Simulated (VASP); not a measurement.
# AlN (P6_3mc) in VASP: vibrations by perturbation theory with LDA

Aim: the vibrations by perturbation theory of AlN with LDA.

All numbers are computed with VASP 6.6.1; they aren't measurements. Logs are shortened: lines on timing, memory, paths and dates and some standing lists are left out, and cuts for length are marked.

**1. The cell of the first run**

The structure is hexagonal, space group P6_3mc (No. 186). Conventional cell: a = 3.089 Å, b = 3.089 Å, c = 4.943 Å, α = 90.00°, β = 90.00°, γ = 120.00°. Al (site symmetry 3m) has 4 N at 1.88 to 1.89 Å within 2.5 Å. N (site symmetry 3m) has 4 Al at 1.88 to 1.89 Å within 2.5 Å.

**2. Vibrations by perturbation theory, LDA**

INCAR

```
ALGO = Normal ; EDIFF = 1E-8
ENCUT = 520 ; GGA = CA
IBRION = 8 ; ISIF = 2
ISMEAR = 0 ; LASPH = True
LCHARG = False ; LEPSILON = True
LREAL = False ; LWAVE = False
NBANDS = 16 ; NELM = 80
NSW = 1 ; PREC = Accurate
SIGMA = 0.01
```

KPOINTS

```
k-points
0
Gamma
  12 12 6
```

POSCAR

```
AlN
1.0
    3.0887697108      0.0000000000      0.0000000000
   -1.5443848554      2.6749530360      0.0000000000
    0.0000000000      0.0000000000      4.9432751879
Al N
2 2
Direct
    0.3333333333      0.6666666667     -0.0009915366
    0.6666666667      0.3333333333      0.4990084634
    0.3333333333      0.6666666667      0.3809915366
    0.6666666667      0.3333333333      0.8809915366
```

Potentials or basis: VASP PAW LDA potentials, release 64 (Al, N).

On the command line:

```console
$ cat potpaw_LDA.64/Al/POTCAR potpaw_LDA.64/N/POTCAR > POTCAR
$ mpirun -np 1 vasp_std > vasp.out
```

OUTCAR:

```text
EDIFF = 1E-8
   ENCUT = 520
   GGA = CA
   IBRION = 8
   ISIF = 2
   ISMEAR = 0
   LASPH = True
   LEPSILON = True
   LREAL = False
   NELM = 80
   NSW = 1
   PREC = Accurate

 ion  position               nearest neighbor table
   1  0.333  0.667  0.999-   4 1.88   4 1.88   4 1.88   3 1.89   2 3.05   2 3.05   2 3.05   2 3.05
                             2 3.05   2 3.05
   2  0.667  0.333  0.499-   3 1.88   3 1.88   3 1.88   4 1.89   1 3.05   1 3.05   1 3.05   1 3.05
                             1 3.05   1 3.05
   3  0.333  0.667  0.381-   2 1.88   2 1.88   2 1.88   1 1.89
   4  0.667  0.333  0.881-   1 1.88   1 1.88   1 1.88   2 1.89

  LATTYP: Found a hexagonal cell.
 ALAT       =     3.0887697108
 C/A-ratio  =     1.6004026362

  Lattice vectors:

 A1 = (   3.0887697108,   0.0000000000,   0.0000000000)
 A2 = (  -1.5443848554,   2.6749530360,   0.0000000000)
 A3 = (   0.0000000000,   0.0000000000,   4.9432751879)

Analysis of symmetry for initial positions (statically):
=====================================================================
 Subroutine PRICEL returns:
 Original cell was already a primitive cell.

 Routine SETGRP: Setting up the symmetry group for a
 hexagonal supercell.

 Subroutine GETGRP returns: Found 12 space group operations
 (whereof  6 operations were pure point group operations)
 out of a pool of 24 trial point group operations.

The static configuration has the point symmetry C_3v.
 The point group associated with its full space group is C_6v.

Analysis of symmetry for dynamics (positions and initial velocities):
=====================================================================
 Subroutine PRICEL returns:
 Original cell was already a primitive cell.

 Routine SETGRP: Setting up the symmetry group for a
 hexagonal supercell.

 Subroutine GETGRP returns: Found 12 space group operations
 (whereof  6 operations were pure point group operations)
 out of a pool of 24 trial point group operations.

The dynamic configuration has the point symmetry C_3v.
 The point group associated with its full space group is C_6v.

 Subroutine INISYM returns: Found 12 space group operations
 (whereof  6 operations are pure point group operations),
 and found     1 'primitive' translations

----------------------------------------------------------------------------------------

                                     Primitive cell

  volume of cell :      40.8429

  direct lattice vectors                    reciprocal lattice vectors
     3.088769711  0.000000000  0.000000000     0.323753499  0.186919170  0.000000000
    -1.544384855  2.674953036  0.000000000     0.000000000  0.373838339  0.000000000
     0.000000000  0.000000000  4.943275188     0.000000000  0.000000000  0.202295030

  length of vectors
     3.088769711  3.088769711  4.943275188     0.373838339  0.373838339  0.202295030

  position of ions in fractional coordinates (direct lattice)
     0.333333333  0.666666667  0.999008463
     0.666666667  0.333333333  0.499008463
     0.333333333  0.666666667  0.380991537
     0.666666667  0.333333333  0.880991537

  ion indices of the primitive-cell ions
   primitive index   ion index
[... 650 lines left out ...]
     0.00000  0.00000 -0.37664

[... ionic steps 4 to 9 ...]

--------------------------------------- Ionic step       10  -------------------------------------------

------------------------ aborting loop because EDIFF is reached ----------------------------------------

[... ionic steps 11 to 11 ...]

--------------------------------------- Ionic step       12  -------------------------------------------

 Free energy of the ion-electron system (eV)
  ---------------------------------------------------
  ---------------------------------------------------
  free energy    TOTEN  =        -0.25069520 eV

  energy without entropy =       -0.25069520

------------------------ aborting loop because EDIFF is reached ----------------------------------------

 INTERNAL STRAIN TENSOR  FOR ION    3  DIRECTION 3   (eV/Angst):
 -----------------------------------------------------------------------------
     5.98260  0.00000 -0.00000
     0.00000  5.98260  0.00000
    -0.00000  0.00000-13.24143

 MACROSCOPIC STATIC DIELECTRIC TENSOR (including local field effects in DFT)
 ------------------------------------------------------
           4.396003     0.000000     0.000000
           0.000000     4.396003     0.000000
           0.000000    -0.000000     4.619212
 ------------------------------------------------------

 PIEZOELECTRIC TENSOR (including local field effects)  for field in x, y, z        (e  Angst)
          XX          YY          ZZ          XY          YZ          ZX
  --------------------------------------------------------------------------------
  x     0.00000     0.00000     0.00000     0.00000     0.00000     0.85115
  y    -0.00000     0.00000    -0.00000     0.00000     0.85115     0.00000
  z     0.64944     0.64944    -0.96013     0.00000     0.00000     0.00000

 PIEZOELECTRIC TENSOR (including local field effects)  for field in x, y, z        (C/m^2)
          XX          YY          ZZ          XY          YZ          ZX
  --------------------------------------------------------------------------------
  x     0.00000     0.00000     0.00000     0.00000     0.00000     0.33389
  y    -0.00000     0.00000    -0.00000     0.00000     0.33389     0.00000
  z     0.25476     0.25476    -0.37664     0.00000     0.00000     0.00000

 BORN EFFECTIVE CHARGES (including local field effects) (in |e|, cummulative output)
 ---------------------------------------------------------------------------------
 ion    1
    1     2.50932     0.00000     0.00000
    2     0.00000     2.50932     0.00000
    3     0.00000     0.00000     2.67192
 ion    2
    1     2.50932     0.00000     0.00000
    2     0.00000     2.50932     0.00000
    3     0.00000     0.00000     2.67192
 ion    3
    1    -2.50932     0.00000     0.00000
    2     0.00000    -2.50932    -0.00000
    3     0.00000     0.00000    -2.67192
 ion    4
    1    -2.50932     0.00000     0.00000
    2     0.00000    -2.50932     0.00000
    3     0.00000     0.00000    -2.67192

 INTERNAL STRAIN TENSOR FOR ION    4 for displacements in x,y,z  (eV/Angst):
          X           Y           Z          XY          YZ          ZX
  --------------------------------------------------------------------------------
  x     0.00000    -0.00000    -0.00000    11.25065    -0.00000     5.70038
  y    11.25065   -11.25065    -0.00000    -0.00000     5.73476     0.00000
  z     5.98260     5.98260   -13.24143     0.00000    -0.00000     0.00000

 SECOND DERIVATIVES (NOT SYMMETRIZED)
 ------------------------------------
               1X          1Y          1Z          2X          2Y          2Z          3X          3Y          3Z          4X          4Y          4Z
  1X   -16.563746    0.000000   -0.000000    0.677170    0.000000    0.000000    1.482058    0.000000    0.000000   14.404518   -0.000000    0.000000
  1Y     0.000000  -16.563746    0.000000    0.000000    0.677170    0.000000    0.000000    1.482058   -0.000000    0.000000   14.404518    0.000000
  1Z     0.000000    0.000000  -21.943397    0.000000   -0.000000    8.637737    0.000000    0.000000    6.804302    0.000000    0.000000    6.501357
  2X     0.677170    0.000000    0.000000  -16.563746    0.000000    0.000000   14.404518    0.000000    0.000000    1.482058    0.000000    0.000000
  2Y     0.000000    0.677170   -0.000000    0.000000  -16.563746   -0.000000    0.000000   14.404518    0.000000   -0.000000    1.482058    0.000000
  2Z     0.000000    0.000000    8.637737    0.000000    0.000000  -21.943397   -0.000000    0.000000    6.501357    0.000000    0.000000    6.804302
  3X     1.480603    0.000000    0.000000   14.401671    0.000000   -0.000000  -16.629093    0.000000    0.000000    0.746819    0.000000   -0.000000
  3Y     0.000000    1.480603   -0.000000    0.000000   14.401671    0.000000    0.000000  -16.629093    0.000000    0.000000    0.746819    0.000000
  3Z     0.000000    0.000000    6.770124    0.000000    0.000000    6.524614    0.000000    0.000000  -20.528764    0.000000    0.000000    7.234026
  4X    14.401671   -0.000000    0.000000    1.480603    0.000000    0.000000    0.746819    0.000000   -0.000000  -16.629093    0.000000   -0.000000
  4Y     0.000000   14.401671   -0.000000    0.000000    1.480603    0.000000    0.000000    0.746819   -0.000000   -0.000000  -16.629093    0.000000
  4Z     0.000000    0.000000    6.524614    0.000000    0.000000    6.770124    0.000000    0.000000    7.234026    0.000000    0.000000  -20.528764

 Eigenvectors and eigenvalues of the dynamical matrix
 ----------------------------------------------------

   1 f  =   22.015492 THz   138.327419 2PiTHz  734.357782 cm-1    91.048720 meV
             X         Y         Z           dx          dy          dz
     -0.000000  1.783302  4.938374     0.000000   -0.000000    0.011740
      1.544385  0.891651  2.466736     0.000000   -0.000000   -0.011740
     -0.000000  1.783302  1.883346    -0.000000    0.000000   -0.707009
      1.544385  0.891651  4.354984    -0.000000    0.000000    0.707009
[... 71 lines left out ...]
  12 f/i=    0.003657 THz     0.022977 2PiTHz    0.121979 cm-1     0.015123 meV
             X         Y         Z           dx          dy          dz
     -0.000000  1.783302  4.938374    -0.000000    0.000000   -0.573663
      1.544385  0.891651  2.466736    -0.000000    0.000000   -0.573663
     -0.000000  1.783302  1.883346    -0.000000    0.000000   -0.413414
      1.544385  0.891651  4.354984    -0.000000    0.000000   -0.413414

--------------------------------------------------------------------------------------------------------

 MACROSCOPIC STATIC DIELECTRIC TENSOR IONIC CONTRIBUTION
 ------------------------------------------------------
           3.512528     0.000000    -0.000000
           0.000000     3.512528    -0.000000
          -0.000000    -0.000000     4.756272
 ------------------------------------------------------

 ELASTIC MODULI CONTR FROM IONIC RELAXATION (kBar)
 Direction    XX          YY          ZZ          XY          YZ          ZX
 --------------------------------------------------------------------------------
 XX        -790.4158    367.2140    468.3358      0.0000      0.0000     -0.0000
 YY         367.2140   -790.4158    468.3358     -0.0000     -0.0000      0.0000
 ZZ         468.3358    468.3358  -1036.5667     -0.0000     -0.0000     -0.0000
 XY           0.0000     -0.0000     -0.0000   -578.8149      0.0000     -0.0000
 YZ           0.0000      0.0000     -0.0000      0.0000   -148.1224     -0.0000
 ZX          -0.0000      0.0000     -0.0000     -0.0000     -0.0000   -157.2796
 --------------------------------------------------------------------------------

 PIEZOELECTRIC TENSOR IONIC CONTR  for field in x, y, z        (C/m^2)
          XX          YY          ZZ          XY          YZ          ZX
  --------------------------------------------------------------------------------
  x    -0.00000     0.00000    -0.00000    -0.00000    -0.00000    -0.69939
  y    -0.00000     0.00000    -0.00000     0.00000    -0.67872    -0.00000
  z    -0.94398    -0.94398     2.08932     0.00000     0.00000     0.00000
```

It took 15 min on 1 thread of Intel Xeon Platinum 8259CL at 2.50GHz (Skylake/Cascade Lake), shared host; peak memory 0.65 GiB.

What came out:

* Electronic dielectric tensor (diagonal): 4.40, 4.40, 4.62
* Born charges (mean of the diagonal): Al +2.56; N -2.56 e
* Highest phonon frequency at Γ, LO-TO splitting left out: 734 cm⁻¹

Phonon frequencies in cm⁻¹ (negative: imaginary):
| q point | frequencies |
| --- | --- |
| (0.000, 0.000, 0.000) | 0 0 0 239 239 555 626 674 674 685 685 734 |

Electronic dielectric tensor:
```
4.40 0.00 0.00
0.00 4.40 0.00
0.00 0.00 4.62
```

Born effective charge tensors (e):
atom 1, Al
```
2.51 0.00 0.00
0.00 2.51 0.00
0.00 0.00 2.67
```
atom 2, Al
```
2.51 0.00 0.00
0.00 2.51 0.00
0.00 0.00 2.67
```
atom 3, N
```
-2.51  0.00  0.00
 0.00 -2.51  0.00
 0.00  0.00 -2.67
```
atom 4, N
```
-2.51  0.00  0.00
 0.00 -2.51  0.00
 0.00  0.00 -2.67
```
